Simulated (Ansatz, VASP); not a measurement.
# Cd in VASP and in Ansatz

POSCAR

```
Cd
1.0
    2.9509006248      0.0000000000      0.0000000000
   -1.4754503124      2.5555549051      0.0000000000
    0.0000000000      0.0000000000      5.8838547497
Cd
2
Direct
    0.3333333333      0.6666666667      0.2500000000
    0.6666666667      0.3333333333      0.7500000000
```

The input INCAR.step1:

```
SYSTEM = Cd
ALGO = Normal
EDIFF = 1E-4
ENCUT = 520
GGA = PE
ISMEAR = -1
LASPH = .True.
LCHARG = .False.
LREAL = .False.
LWAVE = .True.
NBANDS = 19
NELM = 60
PREC = Accurate
SIGMA = 0.1
```

The input INCAR.step2:

```
SYSTEM = Cd
ALGO = Normal
EDIFF = 1E-6
ENCUT = 520
ISIF = 2
ISMEAR = -1
ISTART = 1
LASPH = .True.
LCHARG = .True.
LELF = .True.
LMIXTAU = .True.
LREAL = .False.
LVHAR = .True.
LWAVE = .False.
METAGGA = R2SCAN
NBANDS = 19
NELM = 60
PREC = Accurate
SIGMA = 0.1
```

KPOINTS

```
k-points
0
Gamma
  12 12 6
  0 0 0
```

Input for Ansatz:

```yaml
crystal:
  lattice:
    - [2.9509006248, 0.0, 0.0]
    - [-1.4754503124, 2.5555549051, 0.0]
    - [0.0, 0.0, 5.8838547497]
  atoms:
    - { symbol: Cd, position: [0.3333333333, 0.6666666667, 0.25] }
    - { symbol: Cd, position: [0.6666666667, 0.3333333333, 0.75] }
hamiltonian:
  xc: r2scan
  pseudopotentials:
    kind: paw
    azcp:
      Cd: "pseudopotentials/Cd.paw.azcp"
basis:
  ecutwfc: 500
  fft_grid_basis: typed
kpoints:
  mp_grid: { grid: [12, 12, 6], shift: [0, 0, 0] }
magnetization:
  spin_polarized: false
scf:
  occupations: { method: fermi_dirac, width: 0.1 }
  lower_state_search: "off"
output:
  stress: true
  write_density: true
  write_potential: true
  elf: true
  volumetric_format: npy
```

Alike in both runs: task single point; functional r2SCAN; k mesh 12 × 12 × 6; occupations fermi-dirac, width 0.1 eV; no spin polarisation.

|  | VASP | Ansatz |
| --- | --- | --- |
| version | VASP 6.6.1 | Ansatz 0.2.0 |
| potentials or method | VASP PAW PBE potentials, release 64 (Cd), cutoff 520 eV | plane waves (500 eV) with PAW, scalar-relativistic |
| valence electrons in the cell | 24 | 40 |

Ansatz gave:

```
pressure (GPa)                                                : 0.0
traceless stress, the component that is largest in VASP (GPa) : 0.00
```

Problem. Which values does VASP return?

Solution. Pressure (GPa): 0.4; traceless stress, the component that is largest in VASP (GPa): -0.17.

VASP's potentials were made for PBE, not for r2SCAN. With one functional, cell and mesh, what is left measures potentials, basis and numerics. VASP's potentials hold 24 valence electrons a cell and Ansatz's 40, so a difference there can come from the potentials and not from the codes.
